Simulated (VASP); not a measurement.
Be2H3Br: single point with PBE

Be2H3Br:

```
CELL_PARAMETERS angstrom
3.36826 0.00000 0.00000
0.00000 3.36826 0.00000
0.00000 0.00000 4.90535
ATOMIC_POSITIONS crystal
Be 0.50000 0.00000 0.64764
Be 0.00000 0.50000 0.35236
H 0.50000 0.50000 0.50000
H 0.00000 0.00000 0.50000
H 0.50000 0.50000 0.00000
Br 0.00000 0.00000 0.00000
```

```yaml
Program: VASP 6.6.1
Task: single point
Functional: PBE
Potentials_or_basis: VASP PAW PBE potentials, release 64 (Be, H, Br)
Cutoff: 520 eV
k_mesh: 12 × 12 × 8
Occupations: gaussian, width 0.1 eV
Spin: no spin polarisation
```

| Item | Value |
| --- | --- |
| Pressure | 0.0 GPa |
| Band gap on the k mesh | zero (band 7 reaches 5.98 eV, above the bottom of band 8 at 3.43 eV) |

Levels at points of the mesh, in eV from the Fermi level:
```tsv
k point	band 5	band 6	band 7	band 8	band 9	band 10
(0.00, 0.00, 0.00)	-4.09	-3.21	-0.64	2.59	2.59	3.24
(0.50, 0.00, 0.00)	-6.03	-3.45	-0.22	1.48	3.38	3.54
(0.50, 0.50, 0.00)	-5.95	-5.69	-2.37	-0.22	-0.22	2.53
(0.00, 0.00, 0.50)	-3.90	-2.92	-1.37	1.17	1.17	2.29
(0.50, 0.00, 0.50)	-3.36	-2.63	1.12	2.63	3.10	3.67
(0.50, 0.50, 0.50)	-6.40	-3.91	-1.56	-1.42	-1.42	4.37
```

Wall time 44 s on 1 thread of Intel(R) Xeon(R) 6975P-C (Granite Rapids), with other jobs on the host, peak memory 0.26 GiB.
